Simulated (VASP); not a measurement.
Runs of VASP 6.6.1 on Ge. The structure is that of space group Fd-3m (No. 227), or close to it. The cells are those of the table. 

```csv
level,cell,k mesh,gap on the mesh (eV),pressure (GPa)
PBE,"a = 4.002 Å, angles 60.0°, 2 atoms",6 × 6 × 6,-,3.5
r2SCAN,"a = 4.012 Å, angles 60.0°, 2 atoms",12 × 12 × 12,0.32,(b)
PBE,"a = 4.078 Å, angles 60.0°, 2 atoms",6 × 6 × 6,none,-0.1
r2SCAN,"a = 4.078 Å, angles 60.0°, 2 atoms",12 × 12 × 12,none,(a)
```

Alike in all rows: task single point; potentials or basis VASP PAW PBE potentials, release 64 (Ge_d); no spin polarisation; cutoff (eV) 520; smearing gaussian 0.05 eV.

**Question.** Fill in the values left out.

**Answer.** (a) -3.0; (b) 0.1.

Caveats: the PAW data sets were made with another functional, which shifts forces and pressure a little (some runs).

A k mesh can miss the band edges, and the runs leave out spin-orbit coupling on Ge.

A gap of «none» marks levels without a gap at the run's occupations.
